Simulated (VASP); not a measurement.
# TaTl (Fm-3m) in VASP: relaxation of cell and atoms with PBE

Aim: the relaxation of cell and atoms of TaTl with PBE.

Program: VASP 6.6.1. These are calculated values, not measurements. Logs are shortened: lines on timing, memory, paths and dates and some standing lists are left out, and cuts for length are marked.

**1. The cell of the first run**

The structure is cubic, space group Fm-3m (No. 225). The conventional cell has a = 5.707 Å, b = 5.707 Å, c = 5.707 Å, α = 90.00°, β = 90.00°, γ = 90.00°. Ta (site symmetry m-3m) has 6 Tl at 2.85 Å within 3.8 Å. Tl (site symmetry m-3m) has 6 Ta at 2.85 Å within 3.8 Å.

**2. Relaxation of cell and atoms, PBE**

File INCAR:

```
  ALGO = Fast
  EDIFF = 1E-6
  EDIFFG = -0.01
  ENCUT = 600
  GGA = PE
  IBRION = 2
  ISIF = 3
  ISMEAR = 0
  LASPH = True
  LCHARG = False
  LREAL = False
  LWAVE = False
  NELM = 80
  NSW = 100
  PREC = Accurate
  SIGMA = 0.1
```

File KPOINTS:

```
k-points
0
Gamma
  16 16 16
```

File POSCAR:

```
TaTl
1.0
    0.0000000000      2.8536917149      2.8536917149
    2.8536917149      0.0000000000      2.8536917149
    2.8536917149      2.8536917149      0.0000000000
Ta Tl
1 1
Direct
    0.0000000000      0.0000000000      0.0000000000
    0.5000000000      0.5000000000      0.5000000000
```

Potentials or basis: VASP PAW PBE potentials, release 64 (Ta_pv, Tl_d).

Run with:

```bash
> cat potpaw_PBE.64/Ta_pv/POTCAR potpaw_PBE.64/Tl_d/POTCAR > POTCAR
> mpirun -np 1 vasp_std > vasp.out
```

OUTCAR:

```text
EDIFF = 1E-6
   EDIFFG = -0.01
   ENCUT = 600
   GGA = PE
   IBRION = 2
   ISIF = 3
   ISMEAR = 0
   LASPH = True
   LREAL = False
   NELM = 80
   NSW = 100
   PREC = Accurate

 ion  position               nearest neighbor table
   1  0.000  0.000  0.000-   2 2.85   2 2.85   2 2.85   2 2.85   2 2.85   2 2.85
   2  0.500  0.500  0.500-   1 2.85   1 2.85   1 2.85   1 2.85   1 2.85   1 2.85

  LATTYP: Found a face centered cubic cell.
 ALAT       =     5.7073834298

  Lattice vectors:

 A1 = (   0.0000000000,   2.8536917149,   2.8536917149)
 A2 = (   2.8536917149,   0.0000000000,   2.8536917149)
 A3 = (   2.8536917149,   2.8536917149,   0.0000000000)

Analysis of symmetry for initial positions (statically):
=====================================================================
 Subroutine PRICEL returns:
 Original cell was already a primitive cell.

 Routine SETGRP: Setting up the symmetry group for a
 face centered cubic supercell.

 Subroutine GETGRP returns: Found 48 space group operations
 (whereof 48 operations were pure point group operations)
 out of a pool of 48 trial point group operations.

The static configuration has the point symmetry O_h .

Analysis of symmetry for dynamics (positions and initial velocities):
=====================================================================
 Subroutine PRICEL returns:
 Original cell was already a primitive cell.

 Routine SETGRP: Setting up the symmetry group for a
 face centered cubic supercell.

 Subroutine GETGRP returns: Found 48 space group operations
 (whereof 48 operations were pure point group operations)
 out of a pool of 48 trial point group operations.

The dynamic configuration has the point symmetry O_h .

 Subroutine INISYM returns: Found 48 space group operations
 (whereof 48 operations are pure point group operations),
 and found     1 'primitive' translations

----------------------------------------------------------------------------------------

                                     Primitive cell

  volume of cell :      46.4784

  direct lattice vectors                    reciprocal lattice vectors
     0.000000000  2.853691715  2.853691715    -0.175211638  0.175211638  0.175211638
     2.853691715  0.000000000  2.853691715     0.175211638 -0.175211638  0.175211638
     2.853691715  2.853691715  0.000000000     0.175211638  0.175211638 -0.175211638

  length of vectors
[... 94 lines left out ...]
   NUPDOWN=      -1.0000    fix difference up-down
   EMIN   =  10.00;   EMAX   =-10.00  energy-range for DOS
   EFERMI =   0.00;   METHOD = LEGACY
   ISMEAR =     0;   SIGMA  =   0.10  broadening in eV -4-tet -1-fermi 0-gaus
   EFERMI_NEDOS =   21; number of points for ismear=-14 and -15
   IALGO  =     68    algorithm
   IMIX   =      4    mixing-type and parameters
     AMIX     =   0.40;   BMIX     =  1.00
     AMIX_MAG =   1.60;   BMIX_MAG =  1.00
  volume/ion in A,a.u.               =      23.24       156.83
  Fermi-wavevector in a.u.,A,eV,Ry     =   1.313393  2.481954 23.470083  1.725002
  Thomas-Fermi vector in A             =   2.443719
   LORBIT       =      0    0 simple, 1 ext, 2 COOP (PROOUT), +10 PAW based schemes
   GGA     = PE    functional components
   LHFCALC =     F    Hartree Fock is set to
   AEXX    =    0.0000 exact exchange contribution
   IVDW    =     0    specifies the selected vdW correction
   LEPSILON=     F    determine dielectric tensor
   LRPA    =     F    only Hartree local field effects (RPA)
 conjugate gradient relaxation of ions
 non-spin polarized calculation
 RMM-DIIS sequential band-by-band and
 Gauss-broadening in eV      SIGMA  =   0.10
  energy-cutoff  :      600.00
  volume of cell :       46.48
 maximum number of plane-waves:      1572
   NGX = 17   NGY = 17   NGZ = 17

--------------------------------------- Ionic step        1  -------------------------------------------

 number of electron      24.0000001 magnetization

 Free energy of the ion-electron system (eV)
  ---------------------------------------------------
  ext. energy  EPLUGINS =         0.00000000
  ---------------------------------------------------
  free energy    TOTEN  =       -11.63647065 eV

  energy without entropy =      -11.63159945  energy(sigma->0) =      -11.63403505

------------------------ aborting loop because EDIFF is reached ----------------------------------------

  FORCE on cell =-STRESS in cart. coord.  units (eV):
  Direction    XX          YY          ZZ          XY          YZ          ZX
  --------------------------------------------------------------------------------------
  -------------------------------------------------------------------------------------
  Total       -0.3612379     -0.3612379     -0.3612379      0.0000000      0.0000000      0.0000000
  in kB      -12.4523914    -12.4523914    -12.4523914      0.0000000      0.0000000      0.0000000
  external PRESSURE =     -12.4523914 kB  Pullay stress =       0.0000000 kB
[... 59 lines left out ...]
--------------------------------------- Ionic step        3  -------------------------------------------

 number of electron      24.0000000 magnetization

 Free energy of the ion-electron system (eV)
  ---------------------------------------------------
  ext. energy  EPLUGINS =         0.00000000
  ---------------------------------------------------
  free energy    TOTEN  =       -11.63856946 eV

  energy without entropy =      -11.63377909  energy(sigma->0) =      -11.63617428

 E-fermi :   6.6740     XC(G=0): -11.3134

 val. band max:        6.6610250976   @ k =   0.5000   0.3750   0.0000
 cond. band min:       6.6786621504   @ k =   0.1875   0.1250   0.0625
 fundamental gap:      0.0176370528
 Fermi energy:         6.6739709141

 k-point     1 :       0.0000    0.0000    0.0000
  band No.  band energies     occupation
      1     -28.7309      2.00000
      2     -28.7309      2.00000
      3     -28.7309      2.00000
      4      -5.2435      2.00000
      5      -5.2435      2.00000
      6      -4.9828      2.00000
[... 433 lines left out ...]
      3     -28.7320      2.00000
      4      -5.2275      2.00000
      5      -5.2111      2.00000
      6      -4.9806      2.00000
[... 8 lines left out ...]
     15      10.6773      0.00000
     16      11.4431      0.00000

 [... further k-points ...]

------------------------ aborting loop because EDIFF is reached ----------------------------------------

  FORCE on cell =-STRESS in cart. coord.  units (eV):
  Direction    XX          YY          ZZ          XY          YZ          ZX
  --------------------------------------------------------------------------------------
  -------------------------------------------------------------------------------------
  Total       -0.0094901     -0.0094901     -0.0094901     -0.0000000      0.0000000     -0.0000000
  in kB       -0.3309203     -0.3309203     -0.3309203     -0.0000000      0.0000000     -0.0000000
  external PRESSURE =      -0.3309203 kB  Pullay stress =       0.0000000 kB
[... 17 lines left out ...]
  FREE ENERGIE OF THE ION-ELECTRON SYSTEM (eV)
  ---------------------------------------------------
  free  energy   TOTEN  =       -11.6385694630 eV

  energy  without entropy=      -11.6337790948  energy(sigma->0) =      -11.63617428

 reached required accuracy - stopping structural energy minimisation
```

Wall time 3.4 min (1 thread of Intel Xeon Platinum 8259CL at 2.50GHz (Skylake/Cascade Lake), shared host); peak memory 0.3 GiB.

What came out:

* Free energy: -11.6386 eV
* Relaxed volume: 22.97 Å³/atom
* Relaxed cell: a = 4.020 Å, b = 4.020 Å, c = 4.020 Å, α = 60.00°, β = 60.00°, γ = 60.00°
* Space group after relaxing (to 0.1 Å): Fm-3m (No. 225)
* Energy gained by relaxing: 1.0 meV/atom
* Ionic steps: 3
* Pressure after relaxing: 0.0 GPa
* Band gap on the k mesh: zero (bands 12 and 13 overlap by 1.37 eV)

The path:
```tsv
step	energy change (eV)	largest force (eV/Å)	pressure (GPa)	volume (Å³)
1	0.0000	0.0000	-1.25	46.48
2	0.0014	0.0000	1.71	45.27
3	-0.0021	0.0000	-0.03	45.95
```

Final structure:
```
Ta Tl
1.0
     0.00000    2.84278    2.84278
     2.84278    0.00000    2.84278
     2.84278    2.84278    0.00000
Ta Tl
1 1
Direct
  0.00000 0.00000 0.00000
  0.50000 0.50000 0.50000
```

Caveat: spin-orbit coupling is left out, which moves the levels of the heavy elements.
